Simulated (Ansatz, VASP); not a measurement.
# One calculation of Bi, two programs

```
Bi
1.0
     7.92438    0.00000   -0.00192
    -3.96219    6.86271    0.00096
    -2.64237    0.00000    3.74007
Bi
6
Direct
  0.57165 0.66667 0.71410
  0.23831 0.00000 0.71410
  0.90498 0.33333 0.71410
  0.09502 0.66667 0.28590
  0.76169 0.00000 0.28590
  0.42835 0.33333 0.28590
```

Change from the starting cell: band edges of the strained film's bulk.

Alike in both runs: task single point; functional LDA; k mesh 6 × 6 × 9; occupations gaussian, width 0.1 eV; no spin polarisation.

```csv
,VASP,Ansatz
version,VASP 6.6.1,Ansatz 0.2.0
potentials or method,"VASP PAW LDA potentials, release 64 (Bi_d), cutoff 520 eV","scalar-relativistic, plane waves, PAW"
valence electrons in the cell,90,90
```

```csv
,VASP,Ansatz,Ansatz less VASP
gap on the k mesh at the Fermi level (eV),none,none,-
pressure (GPa),-0.8,-0.9,-0.08
"traceless stress, the component that is largest in VASP (GPa)",0.85,0.87,+0.018
rms of the force components (eV/Å),0.010,0.004,-0.0057
```

LDA's correlation is that of Perdew and Zunger in VASP and of Perdew and Wang (1992) in Ansatz. Atom by atom the forces differ by 0.010 eV/Å (rms over components). A gap of «none» marks a metal or a gap that the smearing closes.

Spin-orbit coupling is off throughout.
